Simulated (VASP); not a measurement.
Set up this calculation in VASP 6.6.1, as the native input.

```yaml
Task: relaxation of cell and atoms
Functional: PBE
Potentials_or_basis: VASP PAW PBE potentials, release 64 (Ta_pv, Si)
Cutoff: 600 eV
k_mesh: 3 × 3 × 3
Occupations: gaussian, width 0.1 eV
Spin: no spin polarisation
Dipole_correction: no
Further_INCAR_settings: ALGO = Normal; EDIFF = 1e-07; ISYM = 0; IBRION = 2; EDIFFG = -0.04; NSW = 90; ISIF = 3
```

The structure of TaSi2 lies in POSCAR:

```
TaSi2
1.0
    5.0764450000     -0.0135230000      0.0252530000
   -0.0135230000      5.4396860000      0.2530540000
    0.0252530000      0.2530540000      4.7908660000
Ta Si
3 6
Direct
    0.8542559521      0.3248473695      0.4961360447
    0.0519610365      0.0670375816      0.0228490093
    0.3803321217      0.0161705238      0.5221360624
    0.5543992390      0.2822112430      0.0147171332
    0.3236567813      0.5261050670      0.2655006223
    0.5833874267      0.7960432220      0.0257605517
    0.8784502808      0.8146119112      0.5787814858
    0.9406255889      0.5728797267      0.9688061418
    0.3060423384      0.5203955596      0.7269944287
```

These files were run (other wordings do the same):

INCAR

```
SYSTEM = TaSi2
ALGO     = Normal         ! electronic algorithm
EDIFF    = 1E-7           ! SCF threshold, eV
EDIFFG   = -0.04          ! ionic threshold
ENCUT    = 600            ! plane-wave cutoff, eV
GGA      = PE             ! functional
IBRION   = 2              ! ionic algorithm
ISIF     = 3              ! what is computed and relaxed
ISMEAR   = 0              ! smearing method
ISYM     = 0            
LASPH    = .True.         ! aspherical terms in the spheres
LCHARG   = .False.        ! write CHGCAR
LREAL    = .False.        ! projectors in reciprocal space
LWAVE    = .False.        ! write WAVECAR
NELM     = 60             ! most SCF steps
NSW      = 90             ! ionic steps
PREC     = Accurate       ! precision mode
SIGMA    = 0.1            ! smearing width, eV
```

KPOINTS

```
k-points
0
Gamma
  3 3 3
  0 0 0
```

Potentials or basis: VASP PAW PBE potentials, release 64 (Ta_pv, Si).

The run is started by

```console
$ cat potpaw_PBE.64/Ta_pv/POTCAR potpaw_PBE.64/Si/POTCAR > POTCAR
$ mpirun -np 1 vasp_std > vasp.out
```

It gave:

The relaxed volume is 15.55 Å³/atom and the relaxed cell is a = 4.857 Å, b = 6.072 Å, c = 4.857 Å, α = 90.15°, β = 89.64°, γ = 102.27°. The space group after relaxing (to 0.05 Å) is P1 (No. 1), the energy gained by relaxing is 346.9 meV/atom and the ionic steps are 31. The pressure after relaxing is 0.1 GPa. The largest force after relaxing is 0.031 eV/Å.

Caveat: the k points lie up to 0.44 Å⁻¹ apart in the final cell.

Run time: 21 min on 1 thread of Intel(R) Xeon(R) Platinum 8488C (Sapphire Rapids) (shared host), peak memory 0.3 GiB.
